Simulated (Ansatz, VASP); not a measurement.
**One calculation of SnO, two programs**

Contents of POSCAR:

```
SnO
1.0
    3.7406666942      0.0000000000      0.0000000000
    0.0000000000      3.7406666942      0.0000000000
    0.0000000000      0.0000000000      4.9958856759
Sn O
2 2
Direct
    0.0000000000      0.5000000000      0.2385000000
    0.5000000000      0.0000000000      0.7615000000
    0.0000000000      0.0000000000      0.0000000000
    0.5000000000      0.5000000000      0.0000000000
```

The input INCAR.step1:

```
SYSTEM = SnO
  PREC = Accurate
  ENCUT = 520
  ISMEAR = 0
  SIGMA = 0.03
  LREAL = .FALSE.
  LASPH = .TRUE.
  NELM = 80
  NBANDS = 28
  GGA = PE
  ALGO = Normal
  EDIFF = 1E-4
  LWAVE = .TRUE.
  LCHARG = .FALSE.
```

The input INCAR.step2:

```
SYSTEM = SnO
  PREC = Accurate
  ENCUT = 520
  EDIFF = 1E-7
  ISMEAR = 0
  SIGMA = 0.03
  LREAL = .FALSE.
  LASPH = .TRUE.
  NELM = 80
  ALGO = Normal
  ISIF = 2
  LWAVE = .FALSE.
  LCHARG = .TRUE.
  METAGGA = R2SCAN
  LMIXTAU = .TRUE.
  LELF = .TRUE.
  LVHAR = .TRUE.
  NBANDS = 28
  ISTART = 1
```

File KPOINTS:

```
Automatic mesh
0
G
  10 10 8
  0 0 0
```

Input for Ansatz:

```yaml
crystal:
  lattice:
    - [3.7406666942, 0.0, 0.0]
    - [0.0, 3.7406666942, 0.0]
    - [0.0, 0.0, 4.9958856759]
  atoms:
    - { symbol: Sn, position: [0.0, 0.5, 0.2385] }
    - { symbol: Sn, position: [0.5, 0.0, 0.7615] }
    - { symbol: O, position: [0.0, 0.0, 0.0] }
    - { symbol: O, position: [0.5, 0.5, 0.0] }
basis:
  ecutwfc: 500
kpoints:
  mp_grid: { grid: [10, 10, 8] }
hamiltonian:
  xc: r2scan
scf:
  occupations: { method: gaussian, width: 0.03 }
output:
  forces: true
  stress: true
  eigenvalues: true
```

Alike in both runs: task single point; functional r2SCAN; k mesh 10 × 10 × 8; occupations gaussian, width 0.03 eV; no spin polarisation.

|  | VASP | Ansatz |
| --- | --- | --- |
| version | VASP 6.6.1 | Ansatz 0.2.0 |
| potentials or method | VASP PAW PBE potentials, release 64 (Sn_d, O), cutoff 520 eV | scalar-relativistic, plane waves, PAW |
| valence electrons in the cell | 40 | 40 |

VASP gave:

```
gap on the k mesh at the Fermi level (eV)                     : none
pressure (GPa)                                                : 1.4
traceless stress, the component that is largest in VASP (GPa) : -2.99
rms of the force components (eV/Å)                            : 0.129
```

Task: What did Ansatz give for the same quantities?

Result: gap on the k mesh at the Fermi level (eV): none; pressure (GPa): 0.8; traceless stress, the component that is largest in VASP (GPa): -2.98; rms of the force components (eV/Å): 0.190.

VASP's potentials were made for PBE, not for r2SCAN. Atom by atom the forces differ by 0.061 eV/Å (rms over components). A gap of «none» marks a metal or a gap that the smearing closes.
